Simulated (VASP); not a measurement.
# Te (R-3m) in VASP: further runs, part 2 of 2

VASP 6.6.1. The steps go on from the part before.

### 4 Single point, pbesol exchange, pbe correlation, collinear spin (31.77 Å³/atom)

This run uses another cell than the first one, of 31.77 Å³/atom.

Contents of INCAR:

```
SYSTEM = Te
PREC = Accurate
ENCUT = 500
EDIFF = 1E-6
ISMEAR = 0
SIGMA = 0.05
LREAL = .False.
LASPH = .True.
NELM = 200
ALGO = Normal
ISIF = 2
LWAVE = .False.
LCHARG = .False.
ISPIN = 2
MAGMOM = 1
LORBIT = 11
NUPDOWN = 1.0
GGA = LIBXC
LIBXC1 = GGA_X_PBE_SOL
LIBXC2 = GGA_C_PBE
NBANDS = 13
GGA_COMPAT = .False.
```

Contents of KPOINTS:

```
Automatic mesh
0
Gamma
  9 9 9
  0 0 0
```

Contents of POSCAR:

```
Te
1.0
    2.3211756774      1.3401314022      1.7021523992
   -2.3211756774      1.3401314022      1.7021523992
    0.0000000000     -2.6802628044      1.7021523992
Te
1
Direct
    0.5000000000      0.5000000000      0.5000000000
```

Potentials or basis: VASP PAW PBE potentials, release 64 (Te).

The run is started by

```console
$ cat potpaw_PBE.64/Te/POTCAR > POTCAR
$ mpirun -np 1 vasp_std > vasp.out
```

OUTCAR:

```text
SYSTEM = Te
   PREC = Accurate
   ENCUT = 500
   EDIFF = 1E-6
   ISMEAR = 0
   LREAL = .False.
   LASPH = .True.
   NELM = 200
   ISIF = 2
   ISPIN = 2
   LORBIT = 11
   NUPDOWN = 1.0
   GGA = LIBXC

 ion  position               nearest neighbor table
   1  0.500  0.500  0.500-

  LATTYP: Found a trigonal (rhomboedric) cell.
 ALAT       =     3.1750797613
 COS(alpha) =    -0.0688991668

  Lattice vectors:

 A1 = (   2.3211756774,   1.3401314022,   1.7021523992)
 A2 = (  -2.3211756774,   1.3401314022,   1.7021523992)
 A3 = (   0.0000000000,  -2.6802628044,   1.7021523992)

Analysis of symmetry for initial positions (statically):
=====================================================================
 Subroutine PRICEL returns:
 Original cell was already a primitive cell.

 Routine SETGRP: Setting up the symmetry group for a
 trigonal (rhombohedral) supercell.

 Subroutine GETGRP returns: Found 12 space group operations
 (whereof 12 operations were pure point group operations)
 out of a pool of 12 trial point group operations.

The static configuration has the point symmetry D_3d.

Analysis of symmetry for dynamics (positions and initial velocities):
=====================================================================
 Subroutine PRICEL returns:
 Original cell was already a primitive cell.

 Routine SETGRP: Setting up the symmetry group for a
 trigonal (rhombohedral) supercell.

 Subroutine GETGRP returns: Found 12 space group operations
 (whereof 12 operations were pure point group operations)
 out of a pool of 12 trial point group operations.

The dynamic configuration has the point symmetry D_3d.

Analysis of structural, dynamic, and magnetic symmetry:
=====================================================================
 Subroutine PRICEL returns:
 Original cell was already a primitive cell.

 Routine SETGRP: Setting up the symmetry group for a
 trigonal (rhombohedral) supercell.

 Subroutine GETGRP returns: Found 12 space group operations
 (whereof 12 operations were pure point group operations)
 out of a pool of 12 trial point group operations.

The overall configuration has the point symmetry D_3d.
[... 160 lines left out ...]
      5      12.4984      0.00000
      6      12.4984      0.00000
      7      12.9114      0.00000
      8      23.0760      0.00000
      9      23.0760      0.00000
     10      23.3766      0.00000
     11      23.5295      0.00000
     12      23.5877      0.00000
     13      23.5877      0.00000
[... 356 lines left out ...]
      2       1.6374      1.00000
      3       2.2769      1.00000
      4       8.7871      0.00000
      5      10.1821      0.00000
      6      16.6184      0.00000
      7      18.4831      0.00000
      8      18.9147      0.00000
      9      19.2128      0.00000
     10      19.4297      0.00000
     11      22.5522      0.00000
     12      24.9607      0.00000
     13      26.5833      0.00000

 [... further k-points ...]

 spin component 2

 k-point     1 :       0.0000    0.0000    0.0000
  band No.  band energies     occupation
      1      -6.7178      1.00000
      2       8.1091      0.00000
      3       8.5560      0.00000
      4       8.5560      0.00000
      5      13.0657      0.00000
      6      13.0657      0.00000
      7      13.3214      0.00000
      8      23.6570      0.00000
      9      23.6570      0.00000
     10      24.0131      0.00000
     11      24.1848      0.00000
     12      24.2036      0.00000
     13      24.2036      0.00000
[... 356 lines left out ...]
      2       2.3024      1.00000
      3       2.9592      1.00000
      4       9.3113      0.00000
      5      10.9340      0.00000
      6      17.1877      0.00000
      7      19.0534      0.00000
      8      19.5117      0.00000
      9      19.7691      0.00000
     10      20.0486      0.00000
     11      23.1107      0.00000
     12      25.4632      0.00000
     13      27.1585      0.00000

 [... further k-points ...]

------------------------ aborting loop because EDIFF is reached ----------------------------------------

  FORCE on cell =-STRESS in cart. coord.  units (eV):
  Direction    XX          YY          ZZ          XY          YZ          ZX
  --------------------------------------------------------------------------------------
  -------------------------------------------------------------------------------------
  Total        0.5401494      0.5401494      0.3902562     -0.0000000     -0.0000000      0.0000000
  in kB       27.2407700     27.2407700     19.6813698     -0.0000000     -0.0000000      0.0000000
  external PRESSURE =      24.7209699 kB  Pullay stress =       0.0000000 kB

 VOLUME and BASIS-vectors are now :
 -----------------------------------------------------------------------------
  energy-cutoff  :      500.00
  volume of cell :       31.77
      direct lattice vectors                 reciprocal lattice vectors
     2.321175677  1.340131402  1.702152399     0.215408082  0.124365914  0.195830487
    -2.321175677  1.340131402  1.702152399    -0.215408082  0.124365914  0.195830487
     0.000000000 -2.680262804  1.702152399     0.000000000 -0.248731828  0.195830487

 POSITION                                       TOTAL-FORCE (eV/Angst)
 -----------------------------------------------------------------------------------
      0.00000      0.00000      2.55323         0.000000      0.000000      0.000000
 -----------------------------------------------------------------------------------
    total drift:                                0.000000      0.000000     -0.000000

  FREE ENERGIE OF THE ION-ELECTRON SYSTEM (eV)
  ---------------------------------------------------
  free  energy   TOTEN  =        -2.8809802708 eV

  energy  without entropy=       -2.8801617869  energy(sigma->0) =       -2.88057103

 total charge

# of ion       s       p       d       tot
------------------------------------------
    1        1.431   1.789   0.046   3.265

 magnetization (x)

# of ion       s       p       d       tot
------------------------------------------
    1        0.049   0.511   0.019   0.578
```

stdout:

```text
POSCAR found type information on POSCAR Te
 POSCAR found :  1 types and       1 ions
 scaLAPACK will be used
 -----------------------------------------------------------------------------
|                                                                             |
|                                                                             |
|     You enforced a specific xc type in the INCAR file but a different       |
|     I HOPE YOU KNOW WHAT YOU ARE DOING!                                     |
|                                                                             |
 -----------------------------------------------------------------------------

 LDA part: xc-table for (None,None), standard interpolation
 POSCAR, INCAR and KPOINTS ok, starting setup
 FFT: planning ... GRIDC
 FFT: planning ... GRID_SOFT
 FFT: planning ... GRID
 WAVECAR not read
 entering main loop
```

Wall time 26 s (1 thread of Intel Xeon Platinum 8259CL at 2.50GHz (Skylake/Cascade Lake), shared host); peak memory 0.18 GiB.

What came out:

| Item | Value |
| --- | --- |
| Free energy | -2.8810 eV |
| Pressure | 2.5 GPa |
| Net moment | 1.00 μB per cell |
| Site moments | Te +0.58 μB |
| Valence electrons inside the program's atomic spheres | Te 3.27 |

Caveat: the PAW data sets were made with another functional, which shifts forces and pressure a little; the total moment is fixed, so each spin has its own Fermi level.

### 5 Single point, pbesol exchange, pbe correlation, collinear spin (32.39 Å³/atom)

This run uses another cell than the first one, of 32.39 Å³/atom.

Contents of INCAR:

```
SYSTEM = Te
ALGO = Normal
EDIFF = 1E-6
ENCUT = 500
GGA = LIBXC
GGA_COMPAT = .False.
ISIF = 2
ISMEAR = 0
ISPIN = 2
LASPH = .True.
LCHARG = .False.
LIBXC1 = GGA_X_PBE_SOL
LIBXC2 = GGA_C_PBE
LORBIT = 11
LREAL = .False.
LWAVE = .False.
MAGMOM = 1
NBANDS = 13
NELM = 200
NUPDOWN = 1.0
PREC = Accurate
SIGMA = 0.05
```

Contents of KPOINTS:

```
k-points
0
Gamma
  9 9 9
  0 0 0
```

Contents of POSCAR:

```
Te
1.0
    2.3362486691      1.3488337980      1.7132056465
   -2.3362486691      1.3488337980      1.7132056465
    0.0000000000     -2.6976675961      1.7132056465
Te
1
Direct
    0.5000000000      0.5000000000      0.5000000000
```

The run is started by

```console
$ cat potpaw_PBE.64/Te/POTCAR > POTCAR
$ mpirun -np 1 vasp_std > vasp.out
```

Run time: 25 s. Hardware: 1 thread of Intel Xeon Platinum 8259CL at 2.50GHz (Skylake/Cascade Lake), shared host; peak memory 0.18 GiB.

The run converged. Its results:

| Property | Result |
| --- | --- |
| Free energy | -2.8885 eV |
| Pressure | 1.4 GPa |
| Net moment | 1.00 μB per cell |
| Site moments | Te +0.58 μB |
| Valence electrons inside the program's atomic spheres | Te 3.26 |

Stress tensor (GPa, compression positive):
```
1.58 0.00 0.00
0.00 1.58 0.00
0.00 0.00 1.04
```

Caveat: the PAW data sets were made with another functional, which shifts forces and pressure a little; the total moment is fixed, so each spin has its own Fermi level.

### 6 Summary

```csv
cell,pressure (GPa),moment (μB)
"a = 3.133 Å, angles 94.0°, 1 atom",5.0,1.00
"a = 3.154 Å, angles 94.0°, 1 atom",3.7,1.00
"a = 3.175 Å, angles 94.0°, 1 atom",2.5,1.00
"a = 3.196 Å, angles 94.0°, 1 atom",1.4,1.00
```

Alike in all rows: task single point; level pbesol exchange, pbe correlation; potentials or basis VASP PAW PBE potentials, release 64 (Te); spin collinear; fixed moment (μB) 1.0; k mesh 9 × 9 × 9; cutoff (eV) 500; smearing gaussian 0.05 eV.

Caveats: the PAW data sets were made with another functional, which shifts forces and pressure a little; the total moment is fixed, so each spin has its own Fermi level; the cell stands under pressure (at least some runs).

Total energies depend on the potentials used, so only differences within one code and one set of settings carry meaning.
